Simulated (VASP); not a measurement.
# GePt (Pnma) in VASP: single point with PBE

Aim: the single point of GePt with PBE.

All numbers are computed with VASP 6.6.1; they aren't measurements. Logs are shortened: lines on timing, memory, paths and dates and some standing lists are left out, and cuts for length are marked.

## Step 1: The cell of the first run

The structure is orthorhombic, space group Pnma (No. 62). The conventional cell has a = 5.830 Å, b = 3.744 Å, c = 6.177 Å, α = 90.00°, β = 90.00°, γ = 90.00°. Ge (site symmetry m) has 6 Pt at 2.51 to 2.71 Å and 2 Ge at 3.06 Å within 3.3 Å. Pt (site symmetry m) has 6 Ge at 2.51 to 2.71 Å and 4 Pt at 3.00 to 3.02 Å within 3.3 Å.

## Step 2: Single point, PBE

The input, INCAR:

```
SYSTEM = GePt
PREC = Accurate
ENCUT = 520
EDIFF = 1E-6
ISMEAR = 0
SIGMA = 0.1
LREAL = .False.
LASPH = .True.
NELM = 100
ALGO = Normal
ISIF = 2
LWAVE = .False.
LCHARG = .False.
GGA = PE
NBANDS = 58
```

The input, KPOINTS:

```
regular mesh
0
Gamma
  4 6 4
  0 0 0
```

The input, POSCAR:

```
GePt
1.0
    5.8300209918      0.0000000000      0.0000000000
    0.0000000000      3.7440558406      0.0000000000
    0.0000000000      0.0000000000      6.1767211681
Ge Pt
4 4
Direct
    0.1857872937      0.2500000000      0.5879018586
    0.3142127063      0.7500000000      0.0879018586
    0.6857872937      0.2500000000      0.9120981414
    0.8142127063      0.7500000000      0.4120981414
    0.9978352617      0.2500000000      0.1921988439
    0.5021647383      0.7500000000      0.6921988439
    0.4978352617      0.2500000000      0.3078011561
    0.0021647383      0.7500000000      0.8078011561
```

Potentials or basis: VASP PAW PBE potentials, release 64 (Ge_d, Pt).

On the command line:

```console
> cat potpaw_PBE.64/Ge_d/POTCAR potpaw_PBE.64/Pt/POTCAR > POTCAR
> mpirun -np 1 vasp_std > vasp.out
```

OUTCAR:

```text
SYSTEM = GePt
   PREC = Accurate
   ENCUT = 520
   EDIFF = 1E-6
   ISMEAR = 0
   LREAL = .False.
   LASPH = .True.
   NELM = 100
   ISIF = 2
   GGA = PE

 ion  position               nearest neighbor table
   1  0.186  0.250  0.588-   7 2.51   8 2.55   8 2.55   5 2.68   6 2.71   6 2.71
   2  0.314  0.750  0.088-   8 2.51   7 2.55   7 2.55   6 2.68   5 2.71   5 2.71
   3  0.686  0.250  0.912-   5 2.51   6 2.55   6 2.55   7 2.68   8 2.71   8 2.71
   4  0.814  0.750  0.412-   6 2.51   5 2.55   5 2.55   8 2.68   7 2.71   7 2.71
   5  0.998  0.250  0.192-   3 2.51   4 2.55   4 2.55   1 2.68   2 2.71   2 2.71   7 3.00   7 3.00
                             8 3.02   8 3.02
   6  0.502  0.750  0.692-   4 2.51   3 2.55   3 2.55   2 2.68   1 2.71   1 2.71   8 3.00   8 3.00
                             7 3.02   7 3.02
   7  0.498  0.250  0.308-   1 2.51   2 2.55   2 2.55   3 2.68   4 2.71   4 2.71   5 3.00   5 3.00
                             6 3.02   6 3.02
   8  0.002  0.750  0.808-   2 2.51   1 2.55   1 2.55   4 2.68   3 2.71   3 2.71   6 3.00   6 3.00
                             5 3.02   5 3.02

  LATTYP: Found a simple orthorhombic cell.
 ALAT       =     3.7440558406
 B/A-ratio  =     1.5571405022
 C/A-ratio  =     1.6497406639

  Lattice vectors:

 A1 = (   0.0000000000,  -3.7440558406,   0.0000000000)
 A2 = (   5.8300209918,   0.0000000000,   0.0000000000)
 A3 = (   0.0000000000,   0.0000000000,   6.1767211681)

Analysis of symmetry for initial positions (statically):
=====================================================================
 Subroutine PRICEL returns:
 Original cell was already a primitive cell.

 Routine SETGRP: Setting up the symmetry group for a
 simple orthorhombic supercell.

 Subroutine GETGRP returns: Found  8 space group operations
 (whereof  2 operations were pure point group operations)
 out of a pool of  8 trial point group operations.

The static configuration has the point symmetry S_2 .
 The point group associated with its full space group is D_2h.

Analysis of symmetry for dynamics (positions and initial velocities):
=====================================================================
 Subroutine PRICEL returns:
 Original cell was already a primitive cell.

 Routine SETGRP: Setting up the symmetry group for a
 simple orthorhombic supercell.

 Subroutine GETGRP returns: Found  8 space group operations
 (whereof  2 operations were pure point group operations)
 out of a pool of  8 trial point group operations.

The dynamic configuration has the point symmetry S_2 .
 The point group associated with its full space group is D_2h.

[... 113 lines left out ...]
   NSW    =      0    number of steps for IOM
   IBRION =     -1    ionic relax: 0-MD 1-quasi-New 2-CG
   NFREE  =      0    steps in history (QN), initial steepest desc. (CG)
   ISIF   =      2    stress and relaxation
   ISYM   =      2    0-nonsym 1-usesym 2-fastsym
   POTIM  = 0.5000    time-step for ionic-motion
   TEBEG  =    0.0;   TEEND  =   0.0 temperature during run
   PSTRESS=    0.0 pullay stress
   NELECT =      96.0000    total number of electrons
   NUPDOWN=      -1.0000    fix difference up-down
   EMIN   =  10.00;   EMAX   =-10.00  energy-range for DOS
   EFERMI =   0.00;   METHOD = LEGACY
   ISMEAR =     0;   SIGMA  =   0.10  broadening in eV -4-tet -1-fermi 0-gaus
   EFERMI_NEDOS =   21; number of points for ismear=-14 and -15
   IALGO  =     38    algorithm
   IMIX   =      4    mixing-type and parameters
     AMIX     =   0.40;   BMIX     =  1.00
     AMIX_MAG =   1.60;   BMIX_MAG =  1.00
  volume/ion in A,a.u.               =      16.85       113.73
  Fermi-wavevector in a.u.,A,eV,Ry     =   1.461869  2.762532 29.076476  2.137061
  Thomas-Fermi vector in A             =   2.578150
   LORBIT       =      0    0 simple, 1 ext, 2 COOP (PROOUT), +10 PAW based schemes
   GGA     = PE    functional components
   LHFCALC =     F    Hartree Fock is set to
   AEXX    =    0.0000 exact exchange contribution
   IVDW    =     0    specifies the selected vdW correction
   LEPSILON=     F    determine dielectric tensor
   LRPA    =     F    only Hartree local field effects (RPA)
 non-spin polarized calculation
 Gauss-broadening in eV      SIGMA  =   0.10
  energy-cutoff  :      520.00
  volume of cell :      134.83
 maximum number of plane-waves:      3676
 NGX is ok and might be reduce to    48
   NGX = 21   NGY = 13   NGZ = 23

 number of electron      95.9999959 magnetization

 Free energy of the ion-electron system (eV)
  ---------------------------------------------------
  ext. energy  EPLUGINS =         0.00000000
  ---------------------------------------------------
  free energy    TOTEN  =       -46.20124484 eV

  energy without entropy =      -46.18597457  energy(sigma->0) =      -46.19360971

 E-fermi :   9.1003     XC(G=0): -12.2222

 val. band max:        9.0929405656   @ k =   0.5000   0.1667   0.2500
 cond. band min:       9.1148077895   @ k =   0.0000   0.5000   0.2500
 fundamental gap:      0.0218672239
 Fermi energy:         9.1003480184

 k-point     1 :       0.0000    0.0000    0.0000
  band No.  band energies     occupation
      1     -16.0080      2.00000
      2     -16.0010      2.00000
      3     -16.0007      2.00000
      4     -15.9980      2.00000
      5     -15.9873      2.00000
      6     -15.9772      2.00000
[... 1453 lines left out ...]
     57      14.1872      0.00000
     58      14.1872      0.00000

 [... further k-points ...]
[... 5 lines left out ...]
  --------------------------------------------------------------------------------------
  -------------------------------------------------------------------------------------
  Total        0.0539236      0.0778519     -0.0147640      0.0000000      0.0000000      0.0000000
  in kB        0.6407946      0.9251437     -0.1754459      0.0000000      0.0000000      0.0000000
  external PRESSURE =       0.4634975 kB  Pullay stress =       0.0000000 kB

 VOLUME and BASIS-vectors are now :
 -----------------------------------------------------------------------------
  energy-cutoff  :      520.00
  volume of cell :      134.83
      direct lattice vectors                 reciprocal lattice vectors
     5.830020992  0.000000000  0.000000000     0.171525969  0.000000000  0.000000000
     0.000000000  3.744055841  0.000000000     0.000000000  0.267090034  0.000000000
     0.000000000  0.000000000  6.176721168     0.000000000  0.000000000  0.161898194

 POSITION                                       TOTAL-FORCE (eV/Angst)
 -----------------------------------------------------------------------------------
      1.08314      0.93601      3.63131        -0.006747     -0.000000     -0.013588
      1.83187      2.80804      0.54295         0.006747     -0.000000     -0.013588
      3.99815      0.93601      5.63378        -0.006747     -0.000000      0.013588
      4.74688      2.80804      2.54542         0.006747     -0.000000      0.013588
      5.81740      0.93601      1.18716         0.013748     -0.000000      0.003322
      2.92763      2.80804      4.27552        -0.013748     -0.000000      0.003322
      2.90239      0.93601      1.90120         0.013748     -0.000000     -0.003322
      0.01262      2.80804      4.98956        -0.013748      0.000000     -0.003322
 -----------------------------------------------------------------------------------
    total drift:                                0.000000      0.000000      0.000000

  FREE ENERGIE OF THE ION-ELECTRON SYSTEM (eV)
  ---------------------------------------------------
  free  energy   TOTEN  =       -46.2012448445 eV

  energy  without entropy=      -46.1859745660  energy(sigma->0) =      -46.19360971
```

It took 4 min on 1 thread of Intel Xeon Platinum 8259CL at 2.50GHz (Skylake/Cascade Lake), shared host; peak memory 0.37 GiB.

What came out:

| Quantity | Value |
| --- | --- |
| Free energy | -46.2012 eV |
| Pressure | 0.0 GPa |
| Largest force | 0.015 eV/Å |
| Band gap on the k mesh | zero (bands 48 and 49 overlap by 1.16 eV) |

Forces on the atoms (eV/Å):
```
Ge  -0.007  0.000 -0.014
Ge   0.007  0.000 -0.014
Ge  -0.007  0.000  0.014
Ge   0.007  0.000  0.014
Pt   0.014  0.000  0.003
Pt  -0.014  0.000  0.003
Pt   0.014  0.000 -0.003
Pt  -0.014  0.000 -0.003
```

Levels at points of the mesh, in eV from the Fermi level:
| k point | band 46 | band 47 | band 48 | band 49 | band 50 | band 51 |
| --- | --- | --- | --- | --- | --- | --- |
| (0.00, 0.00, 0.00) | -1.36 | -1.28 | -0.90 | 0.64 | 0.79 | 3.02 |
| (0.50, 0.00, 0.00) | -2.35 | -0.02 | -0.02 | 1.36 | 1.36 | 2.24 |
| (0.00, 0.50, 0.00) | -2.40 | -1.51 | -1.51 | -0.14 | -0.14 | 2.03 |
| (0.50, 0.50, 0.00) | -1.79 | -1.79 | -1.79 | 0.58 | 0.58 | 0.58 |
| (0.00, 0.00, 0.50) | -1.75 | -0.01 | -0.01 | 1.13 | 1.13 | 1.81 |
| (0.50, 0.00, 0.50) | -1.29 | 0.70 | 0.70 | 1.73 | 1.73 | 2.65 |
| (0.00, 0.50, 0.50) | -2.35 | -2.04 | -2.04 | 0.48 | 0.48 | 0.97 |
| (0.50, 0.50, 0.50) | -2.34 | -2.34 | -2.34 | 2.40 | 2.40 | 2.40 |

Caveat: spin-orbit coupling is left out, which moves the levels of the heavy elements.
